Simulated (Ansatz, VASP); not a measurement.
**Two plane-wave programs on Cu**

INCAR

```
SYSTEM = Cu
PREC = Accurate
ENCUT = 520
EDIFF = 1E-7
ISMEAR = -1
SIGMA = 0.1
LREAL = .FALSE.
LASPH = .TRUE.
NELM = 100
ALGO = Normal
ISIF = 2
LWAVE = .FALSE.
LCHARG = .FALSE.
LDIPOL = .TRUE.
IDIPOL = 3
DIPOL = 0.5 0.5 0.500
GGA = PE
NBANDS = 30
```

Contents of KPOINTS:

```
regular mesh
0
G
  15 15 1
  0 0 0
```

POSCAR

```
Cu
1.0
    2.5665139637      0.0000000000      0.0000000000
   -1.2832569818      2.2226662917      0.0000000000
    0.0000000000      0.0000000000     22.2866000000
Cu
4
Direct
    0.0000000000      0.0000000000      0.3589589792
    0.3333333340      0.6666666660      0.4529863260
    0.6666666670      0.3333333330      0.5470136734
    0.0000000000      0.0000000000      0.6410410208
```

Input for Ansatz:

```yaml
crystal:
  lattice:
    - [2.5665139637, 0.0, 0.0]
    - [-1.2832569818, 2.2226662917, 0.0]
    - [0.0, 0.0, 22.2866]
  atoms:
    - { symbol: Cu, position: [0.0, 0.0, 0.3589589792] }
    - { symbol: Cu, position: [0.333333334, 0.666666666, 0.452986326] }
    - { symbol: Cu, position: [0.666666667, 0.333333333, 0.5470136734] }
    - { symbol: Cu, position: [0.0, 0.0, 0.6410410208] }
kpoints:
  mp_grid: { grid: [15, 15, 1] }
scf:
  occupations: { method: fermi_dirac, width: 0.1 }
hamiltonian:
  xc: pbe
  pseudopotentials: { kind: paw }
output:
  forces: true
  stress: true
  eigenvalues: true
  populations: true
efield:
  axis: 3
  amplitude: 0
  dipole_correction: true
```

Alike in both runs: task single point; functional PBE; k mesh 15 × 15 × 1; occupations fermi-dirac, width 0.1 eV; no spin polarisation.

|  | VASP | Ansatz |
| --- | --- | --- |
| version | VASP 6.6.1 | Ansatz 0.2.0 |
| potentials or method | VASP PAW PBE potentials, release 64 (Cu) | PAW with Ansatz's default frozen-core files, scalar-relativistic |
| plane-wave cutoff (eV) | 520 | 420 |
| valence electrons in the cell | 44 | 76 |

Ansatz gave:

```
rms of the force components (eV/Å) : 0.040
```

What did VASP give for the same quantities?

rms of the force components (eV/Å): 0.035.

Atom by atom the forces differ by 0.008 eV/Å (rms over components). With one functional, cell and mesh, what is left measures potentials, basis and numerics. VASP's potentials hold 44 valence electrons a cell and Ansatz's 76, so a difference there can come from the potentials and not from the codes.
